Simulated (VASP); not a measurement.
The system is BN (lda).

```
CELL_PARAMETERS angstrom
2.55000 0.00000 0.00000
-1.27500 2.20836 0.00000
0.00000 0.00000 4.21000
ATOMIC_POSITIONS crystal
B 0.33333 0.66667 0.00000
B 0.66667 0.33333 0.50000
N 0.33333 0.66667 0.37400
N 0.66667 0.33333 0.87400
```

Base run:

```yaml
Program: VASP 6.6.1
Functional: LDA
Potentials_or_basis: VASP PAW LDA potentials, release 64 (B, N)
Cutoff: 520 eV
k_mesh: 9 × 9 × 4
Occupations: gaussian, width 0.1 eV
Spin: no spin polarisation
```

Its results: band gap on the k mesh 4.93 eV, indirect (least direct gap 8.11 eV); pressure -10.4 GPa; largest force 0.062 eV/Å.

Problem. The run is repeated on the same cell with these changes: potentials or basis from VASP PAW LDA potentials, release 64 (B, N) to VASP PAW LDA potentials, release 64 (B_h, N_h); cutoff from 520 eV to 910 eV; further incar settings from ALGO = Normal; EDIFF = 1e-07; NBANDS = 16 to ALGO = Normal; EDIFF = 1e-06; NBANDS = 16. What comes out?

Solution. Band gap on the k mesh 4.94 eV, indirect (least direct gap 8.11 eV); pressure -10.8 GPa; largest force 0.062 eV/Å.

Caveats: the cutoff is under 1.25 times the usual one of these potentials, so pressure, stress and relaxed cells hold a basis-set (Pulay) error (some runs).

A k mesh can miss the band edges.
